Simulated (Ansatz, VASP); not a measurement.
**One calculation of ZnH5, two programs**

```
CELL_PARAMETERS angstrom
4.38553 0.00000 0.00000
-2.19276 3.79798 0.00000
0.00000 0.00000 6.50821
ATOMIC_POSITIONS crystal
Zn 0.00000 0.00000 0.00000
H 0.00000 0.00000 0.55775
H 0.00000 0.00000 0.44225
H 0.21669 0.78331 0.00000
H 0.21669 0.43338 0.00000
H 0.56662 0.78331 0.00000
```

Alike in both runs: task relaxation of cell and atoms; functional PBE; k mesh 12 × 12 × 6; occupations gaussian, width 0.1 eV; no spin polarisation.

```csv
,VASP,Ansatz
version,VASP 6.6.1,Ansatz 0.2.0
potentials or method,"VASP PAW PBE potentials, release 64 (Zn, H), cutoff 600 eV","scalar-relativistic, plane waves, PAW"
valence electrons in the cell,17,17
```

|  | VASP | Ansatz | Ansatz less VASP |
| --- | --- | --- | --- |
| gap on the k mesh at the Fermi level, each at its own relaxed structure (eV) | none | none | - |
| relaxed volume (Å³/atom) | 18.08 | 18.07 | -0.017 |
| relaxed length of the cell vector where the two differ most in proportion (Å) | 4.387 | 4.386 | -0.0020 |

A gap of «none» marks a metal or a gap that the smearing closes. Ansatz's warnings: xc potential rough in thin density.
